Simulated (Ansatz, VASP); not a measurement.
# GeBiO4 in VASP and in Ansatz

```xyz
6
Lattice="0.0000 3.4810 3.4810 3.4810 0.0000 3.4810 3.4810 3.4810 0.0000" Properties=species:S:1:pos:R:3 pbc="T T T"
Ge    3.4810    3.4810    3.4810
Bi    1.7405    1.7405    1.7405
O     4.3499    4.3499    6.0932
O     6.0932    4.3499    4.3499
O     4.3499    6.0932    4.3499
O     6.0932    6.0932    6.0932
```

Change from the starting cell: species swapped into the GdErCo4 type (F-43m, No. 216).

Alike in both runs: task relaxation of cell and atoms; functional PBE; k mesh 4 × 4 × 4; occupations gaussian, width 0.1 eV; no spin polarisation.

|  | VASP | Ansatz |
| --- | --- | --- |
| version | VASP 6.6.1 | Ansatz 0.2.0 |
| potentials or method | VASP PAW PBE potentials, release 64 (Ge_d, Bi_d, O), cutoff 600 eV | scalar-relativistic, plane waves, PAW |
| valence electrons in the cell | 53 | 53 |

Ansatz gave:

| Property | Result |
| --- | --- |
| gap on the k mesh at the Fermi level, each at its own relaxed structure (eV) | none |
| relaxed volume (Å³/atom) | 12.30 |
| relaxed length of the cell vector where the two differ most in proportion (Å) | 4.708 |

Q: What did VASP give for the same quantities?

A: gap on the k mesh at the Fermi level, each at its own relaxed structure (eV): none; relaxed volume (Å³/atom): 12.29; relaxed length of the cell vector where the two differ most in proportion (Å): 4.707.

A gap of «none» marks a metal or a gap that the smearing closes.

The k mesh is coarse, so the values compare programs but aren't converged. Neither program's run includes spin-orbit coupling.
